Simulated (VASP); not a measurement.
# Rb (Fd-3m) in VASP: further runs

Rb is run at these levels: LDA; tasks: single point.

Program: VASP 6.6.1. These are calculated values, not measurements. Logs are shortened: lines on timing, memory, paths and dates and some standing lists are left out, and cuts for length are marked.

### 1 The cell of the first run

The structure is cubic, space group Fd-3m (No. 227). The conventional cell has a = 9.798 Å, b = 9.798 Å, c = 9.798 Å, α = 90.00°, β = 90.00°, γ = 90.00°. Rb (site symmetry -43m) has 4 Rb at 4.24 Å within 5.6 Å.

This isn't the form of Rb at room conditions, which is bcc.

### 2 Single point, LDA

Contents of INCAR:

```
SYSTEM = Rb
PREC     = Accurate       ! precision mode
ENCUT    = 520            ! plane-wave cutoff, eV
EDIFF    = 1E-7           ! SCF threshold, eV
ISMEAR   = -1             ! smearing method
SIGMA    = 0.1            ! smearing width, eV
LREAL    = .False.        ! projectors in reciprocal space
LASPH    = .True.         ! aspherical terms in the spheres
NELM     = 100            ! most SCF steps
ALGO     = Normal         ! electronic algorithm
ISIF     = 2              ! what is computed and relaxed
LWAVE    = .False.        ! write WAVECAR
LCHARG   = .False.        ! write CHGCAR
NBANDS   = 16             ! bands
```

Contents of KPOINTS:

```
Automatic mesh
0
Gamma
  9 9 9
  0 0 0
```

Contents of POSCAR:

```
Rb
1.0
    0.0000000000      4.8991917204      4.8991917204
    4.8991917204      0.0000000000      4.8991917204
    4.8991917204      4.8991917204      0.0000000000
Rb
2
Direct
    0.1250000000      0.1250000000      0.1250000000
    0.8750000000      0.8750000000      0.8750000000
```

Potentials or basis: VASP PAW LDA potentials, release 64 (Rb_sv).

On the command line:

```console
$ cat potpaw_LDA.64/Rb_sv/POTCAR > POTCAR
$ mpirun -np 1 vasp_std > vasp.out
```

OUTCAR:

```text
SYSTEM = Rb
   PREC = Accurate
   ENCUT = 520
   EDIFF = 1E-7
   ISMEAR = -1
   LREAL = .False.
   LASPH = .True.
   NELM = 100
   ISIF = 2

 ion  position               nearest neighbor table
   1  0.125  0.125  0.125-   2 4.24   2 4.24   2 4.24   2 4.24
   2  0.875  0.875  0.875-   1 4.24   1 4.24   1 4.24   1 4.24

  LATTYP: Found a face centered cubic cell.
 ALAT       =     9.7983834408

  Lattice vectors:

 A1 = (   0.0000000000,   4.8991917204,   4.8991917204)
 A2 = (   4.8991917204,   0.0000000000,   4.8991917204)
 A3 = (   4.8991917204,   4.8991917204,   0.0000000000)

Analysis of symmetry for initial positions (statically):
=====================================================================
 Subroutine PRICEL returns:
 Original cell was already a primitive cell.

 Routine SETGRP: Setting up the symmetry group for a
 face centered cubic supercell.

 Subroutine GETGRP returns: Found 48 space group operations
 (whereof 12 operations were pure point group operations)
 out of a pool of 48 trial point group operations.

The static configuration has the point symmetry D_3d.
 The point group associated with its full space group is O_h .

Analysis of symmetry for dynamics (positions and initial velocities):
=====================================================================
 Subroutine PRICEL returns:
 Original cell was already a primitive cell.

 Routine SETGRP: Setting up the symmetry group for a
 face centered cubic supercell.

 Subroutine GETGRP returns: Found 48 space group operations
 (whereof 12 operations were pure point group operations)
 out of a pool of 48 trial point group operations.

The dynamic configuration has the point symmetry D_3d.
 The point group associated with its full space group is O_h .

 Subroutine INISYM returns: Found 48 space group operations
 (whereof 12 operations are pure point group operations),
 and found     1 'primitive' translations

----------------------------------------------------------------------------------------

                                     Primitive cell

  volume of cell :     235.1816

  direct lattice vectors                    reciprocal lattice vectors
     0.000000000  4.899191720  4.899191720    -0.102057651  0.102057651  0.102057651
     4.899191720  0.000000000  4.899191720     0.102057651 -0.102057651  0.102057651
     4.899191720  4.899191720  0.000000000     0.102057651  0.102057651 -0.102057651

  length of vectors
     6.928503376  6.928503376  6.928503376     0.176769037  0.176769037  0.176769037

  position of ions in fractional coordinates (direct lattice)
     0.125000000  0.125000000  0.125000000
     0.875000000  0.875000000  0.875000000

  ion indices of the primitive-cell ions
   primitive index   ion index
                 1           1
                 2           2

----------------------------------------------------------------------------------------

 KPOINTS: Automatic mesh

Automatic generation of k-mesh.
 Grid dimensions read from file:
 generate k-points for:    9    9    9

 Generating k-lattice:

  Cartesian coordinates                     Fractional coordinates (reciprocal lattice)
    -0.011339739  0.011339739  0.011339739     0.111111111  0.000000000  0.000000000
     0.011339739 -0.011339739  0.011339739     0.000000000  0.111111111  0.000000000
     0.011339739  0.011339739 -0.011339739     0.000000000  0.000000000  0.111111111

  Length of vectors
     0.019641004  0.019641004  0.019641004

  Shift w.r.t. Gamma in fractional coordinates (k-lattice)
     0.000000000  0.000000000  0.000000000

 Subroutine IBZKPT returns following result:
 ===========================================

 Found     35 irreducible k-points:

 Following reciprocal coordinates:
            Coordinates               Weight
  0.000000  0.000000  0.000000      1.000000
  0.111111  0.000000  0.000000      8.000000
  0.222222  0.000000  0.000000      8.000000
  0.333333  0.000000  0.000000      8.000000
  0.444444  0.000000  0.000000      8.000000
  0.111111  0.111111  0.000000      6.000000
[... 16 lines left out ...]
 -0.333333  0.333333  0.000000     12.000000
  0.444444  0.444444  0.000000      6.000000
 [... further k-points ...]
   k-points           NKPTS =     35   k-points in BZ     NKDIM =     35   number of bands    NBANDS=     16
   number of dos      NEDOS =    301   number of ions     NIONS =      2
   total plane-waves  NPLWV = 157464
   dimension x,y,z NGX =    54 NGY =   54 NGZ =   54
   dimension x,y,z NGXF=   108 NGYF=  108 NGZF=  108
   ions per type =               2
   NGX,Y,Z   is equivalent  to a cutoff of  12.96, 12.96, 12.96 a.u.
   NGXF,Y,Z  is equivalent  to a cutoff of  25.91, 25.91, 25.91 a.u.
 SYSTEM =  Rb
   PREC   = accura    normal or accurate (medium, high low for compatibility)
   ISTART =      0    job   : 0-new  1-cont  2-samecut
   ICHARG =      2    charge: 1-file 2-atom 10-const
   ISPIN  =      1    spin polarized calculation?
   LNONCOLLINEAR =      F non collinear calculations
   LSORBIT =      F    spin-orbit coupling
   LASPH  =      T    aspherical Exc in radial PAW
   ENCUT  =  520.0 eV  38.22 Ry    6.18 a.u.  12.88 12.88 12.88*2*pi/ulx,y,z
   NELM   =    100;   NELMIN=  2; NELMDL= -5     # of ELM steps
   EDIFF  = 0.1E-06   stopping-criterion for ELM
   LREAL  =      F    real-space projection
   EDIFFG = 0.1E-05   stopping-criterion for IOM
   NSW    =      0    number of steps for IOM
   IBRION =     -1    ionic relax: 0-MD 1-quasi-New 2-CG
   NFREE  =      0    steps in history (QN), initial steepest desc. (CG)
   ISIF   =      2    stress and relaxation
   ISYM   =      2    0-nonsym 1-usesym 2-fastsym
   POTIM  = 0.5000    time-step for ionic-motion
   TEBEG  =    0.0;   TEEND  =   0.0 temperature during run
   PSTRESS=    0.0 pullay stress
   NELECT =      18.0000    total number of electrons
   NUPDOWN=      -1.0000    fix difference up-down
   EMIN   =  10.00;   EMAX   =-10.00  energy-range for DOS
   EFERMI =   0.00;   METHOD = LEGACY
   ISMEAR =    -1;   SIGMA  =   0.10  broadening in eV -4-tet -1-fermi 0-gaus
   EFERMI_NEDOS =   21; number of points for ismear=-14 and -15
   IALGO  =     38    algorithm
   IMIX   =      4    mixing-type and parameters
     AMIX     =   0.40;   BMIX     =  1.00
     AMIX_MAG =   1.60;   BMIX_MAG =  1.00
  volume/ion in A,a.u.               =     117.59       793.54
  Fermi-wavevector in a.u.,A,eV,Ry     =   0.695074  1.313500  6.573359  0.483128
  Thomas-Fermi vector in A             =   1.777745
   LORBIT       =      0    0 simple, 1 ext, 2 COOP (PROOUT), +10 PAW based schemes
   GGA     = CA    functional components
   LHFCALC =     F    Hartree Fock is set to
   AEXX    =    0.0000 exact exchange contribution
   IVDW    =     0    specifies the selected vdW correction
   LEPSILON=     F    determine dielectric tensor
   LRPA    =     F    only Hartree local field effects (RPA)
 non-spin polarized calculation
  energy-cutoff  :      520.00
  volume of cell :      235.18
 maximum number of plane-waves:      6361
 NGX is ok and might be reduce to    54
   NGX = 25   NGY = 25   NGZ = 25

 number of electron      18.0000000 magnetization

 Free energy of the ion-electron system (eV)
  ---------------------------------------------------
  ext. energy  EPLUGINS =         0.00000000
  ---------------------------------------------------
  free energy    TOTEN  =        -1.58587581 eV

  energy without entropy =       -1.53788145  energy(sigma->0) =       -1.56187863

 E-fermi :  -0.6030     XC(G=0):  -4.9503

 val. band max:       -0.6989314590   @ k =  -0.3333   0.4444   0.2222
 cond. band min:      -0.5720036671   @ k =  -0.4444   0.4444   0.0000
 fundamental gap:      0.1269277919
 Fermi energy:        -0.6029528255

 k-point     1 :       0.0000    0.0000    0.0000
  band No.  band energies     occupation
      1     -29.7932      2.00000
      2     -29.7664      2.00000
      3     -13.9954      2.00000
      4     -13.9954      2.00000
      5     -13.9954      2.00000
      6     -13.8632      2.00000
[... 8 lines left out ...]
     15       1.8549      0.00000
     16       1.8549      0.00000

 k-point     2 :       0.1111    0.0000    0.0000
  band No.  band energies     occupation
      1     -29.7926      2.00000
      2     -29.7670      2.00000
      3     -13.9972      2.00000
      4     -13.9972      2.00000
      5     -13.9951      2.00000
      6     -13.8639      2.00000
[... 8 lines left out ...]
     15       1.7404      0.00000
     16       1.8976      0.00000

 k-point     3 :       0.2222    0.0000    0.0000
  band No.  band energies     occupation
      1     -29.7909      2.00000
      2     -29.7686      2.00000
      3     -14.0017      2.00000
      4     -14.0017      2.00000
      5     -13.9945      2.00000
      6     -13.8657      2.00000
[... 8 lines left out ...]
     15       1.7548      0.00000
     16       2.0022      0.00000

 k-point     4 :       0.3333    0.0000    0.0000
  band No.  band energies     occupation
      1     -29.7886      2.00000
      2     -29.7709      2.00000
      3     -14.0065      2.00000
      4     -14.0065      2.00000
      5     -13.9939      2.00000
      6     -13.8677      2.00000
[... 8 lines left out ...]
     15       1.8175      0.00000
     16       2.1473      0.00000

 k-point     5 :       0.4444    0.0000    0.0000
  band No.  band energies     occupation
      1     -29.7868      2.00000
      2     -29.7728      2.00000
      3     -14.0095      2.00000
      4     -14.0095      2.00000
      5     -13.9935      2.00000
      6     -13.8689      2.00000
[... 8 lines left out ...]
     15       1.8420      0.00000
     16       2.2767      0.00000

 k-point     6 :       0.1111    0.1111    0.0000
  band No.  band energies     occupation
      1     -29.7924      2.00000
      2     -29.7672      2.00000
      3     -13.9994      2.00000
      4     -13.9994      2.00000
      5     -13.9916      2.00000
      6     -13.8675      2.00000
[... 8 lines left out ...]
     15       1.6505      0.00000
     16       1.9558      0.00000

 k-point     7 :       0.2222    0.1111    0.0000
  band No.  band energies     occupation
      1     -29.7910      2.00000
      2     -29.7685      2.00000
      3     -14.0040      2.00000
      4     -14.0040      2.00000
      5     -13.9884      2.00000
      6     -13.8715      2.00000
[... 8 lines left out ...]
     15       1.7526      0.00000
     16       2.0163      0.00000

 k-point     8 :       0.3333    0.1111    0.0000
  band No.  band energies     occupation
      1     -29.7889      2.00000
      2     -29.7706      2.00000
      3     -14.0096      2.00000
      4     -14.0087      2.00000
      5     -13.9856      2.00000
      6     -13.8752      2.00000
[... 8 lines left out ...]
     15       1.8419      0.00000
     16       2.1203      0.00000

 k-point     9 :       0.4444    0.1111    0.0000
  band No.  band energies     occupation
      1     -29.7867      2.00000
      2     -29.7728      2.00000
      3     -14.0145      2.00000
      4     -14.0114      2.00000
      5     -13.9838      2.00000
      6     -13.8778      2.00000
[... 8 lines left out ...]
     15       1.9094      0.00000
     16       2.2952      0.00000
[... 172 lines left out ...]
 k-point    19 :      -0.2222    0.2222    0.0000
  band No.  band energies     occupation
      1     -29.7876      2.00000
      2     -29.7719      2.00000
      3     -14.0184      2.00000
      4     -14.0073      2.00000
      5     -13.9797      2.00000
      6     -13.8814      2.00000
[... 8 lines left out ...]
     15       1.9353      0.00000
     16       2.0896      0.00000

 k-point    20 :       0.3333    0.3333    0.0000
  band No.  band energies     occupation
      1     -29.7865      2.00000
      2     -29.7731      2.00000
      3     -14.0181      2.00000
      4     -14.0181      2.00000
      5     -13.9640      2.00000
      6     -13.8982      2.00000
[... 8 lines left out ...]
     15       2.1619      0.00000
     16       2.2470      0.00000

 k-point    21 :       0.4444    0.3333    0.0000
  band No.  band energies     occupation
      1     -29.7842      2.00000
      2     -29.7753      2.00000
      3     -14.0224      2.00000
      4     -14.0208      2.00000
      5     -13.9546      2.00000
      6     -13.9080      2.00000
[... 8 lines left out ...]
     15       2.1547      0.00000
     16       2.3072      0.00000

 k-point    22 :      -0.4444    0.3333    0.0000
  band No.  band energies     occupation
      1     -29.7823      2.00000
      2     -29.7772      2.00000
      3     -14.0262      2.00000
      4     -14.0205      2.00000
      5     -13.9492      2.00000
      6     -13.9133      2.00000
[... 8 lines left out ...]
     15       2.0509      0.00000
     16       2.4321      0.00000

 k-point    23 :      -0.3333    0.3333    0.0000
  band No.  band energies     occupation
      1     -29.7831      2.00000
      2     -29.7764      2.00000
      3     -14.0270      2.00000
      4     -14.0172      2.00000
      5     -13.9566      2.00000
      6     -13.9054      2.00000
[... 8 lines left out ...]
     15       1.9794      0.00000
     16       2.4013      0.00000

 k-point    24 :       0.4444    0.4444    0.0000
  band No.  band energies     occupation
      1     -29.7821      2.00000
      2     -29.7774      2.00000
      3     -14.0237      2.00000
      4     -14.0237      2.00000
      5     -13.9430      2.00000
      6     -13.9202      2.00000
[... 8 lines left out ...]
     15       2.3081      0.00000
     16       2.3081      0.00000

 [... further k-points ...]
[... 5 lines left out ...]
  --------------------------------------------------------------------------------------
  -------------------------------------------------------------------------------------
  Total        0.0206245      0.0206245      0.0206245     -0.0000000      0.0000000      0.0000000
  in kB        0.1405047      0.1405047      0.1405047     -0.0000000      0.0000000      0.0000000
  external PRESSURE =       0.1405047 kB  Pullay stress =       0.0000000 kB

 VOLUME and BASIS-vectors are now :
 -----------------------------------------------------------------------------
  energy-cutoff  :      520.00
  volume of cell :      235.18
      direct lattice vectors                 reciprocal lattice vectors
     0.000000000  4.899191720  4.899191720    -0.102057651  0.102057651  0.102057651
     4.899191720  0.000000000  4.899191720     0.102057651 -0.102057651  0.102057651
     4.899191720  4.899191720  0.000000000     0.102057651  0.102057651 -0.102057651

 POSITION                                       TOTAL-FORCE (eV/Angst)
 -----------------------------------------------------------------------------------
      1.22480      1.22480      1.22480         0.000000      0.000000      0.000000
      8.57359      8.57359      8.57359        -0.000000     -0.000000     -0.000000
 -----------------------------------------------------------------------------------
    total drift:                               -0.000000      0.000000     -0.000000

  FREE ENERGIE OF THE ION-ELECTRON SYSTEM (eV)
  ---------------------------------------------------
  free  energy   TOTEN  =        -1.5858758142 eV

  energy  without entropy=       -1.5378814488  energy(sigma->0) =       -1.56187863
```

It took 2.6 min on 1 thread of Intel Xeon Platinum 8259CL at 2.50GHz (Skylake/Cascade Lake), shared host; peak memory 0.34 GiB.

Results:

```
Free energy : -1.5859 eV
Pressure    : 0.0 GPa
```

### 3 Single point, LDA, non-collinear spin, zero start, spin-orbit coupling

Contents of INCAR:

```
  PREC = Accurate
  ENCUT = 520
  EDIFF = 1E-6
  ISMEAR = -1
  SIGMA = 0.1
  LREAL = False
  LASPH = True
  NELM = 150
  ALGO = Normal
  ISIF = 2
  LWAVE = False
  LCHARG = False
  LNONCOLLINEAR = True
  MAGMOM = 0 0 0 0 0 0
  LORBIT = 11
  LSORBIT = True
  GGA_COMPAT = False
  LORBMOM = True
  GGA = CA
  NBANDS = 30
```

Contents of KPOINTS:

```
Automatic mesh
0
Gamma
  6 6 6
```

POSCAR is that of step 2.

Potentials or basis: VASP PAW LDA potentials, release 64 (Rb_sv).

On the command line:

```console
$ cat potpaw_LDA.64/Rb_sv/POTCAR > POTCAR
$ mpirun -np 1 vasp_ncl > vasp.out
```

Wall time 5.4 min (1 thread of Intel Xeon Platinum 8259CL at 2.50GHz (Skylake/Cascade Lake), shared host); peak memory 0.74 GiB.

It converged, with:

- Free energy: -1.6431 eV
- Pressure: 0.0 GPa
- Net moment: 0.00 μB per cell
- Valence electrons inside the program's atomic spheres: Rb 7.27

Moments on the atoms (μB; x, y, z):
```
Rb  0.00 0.00 0.00
Rb  0.00 0.00 0.00
```
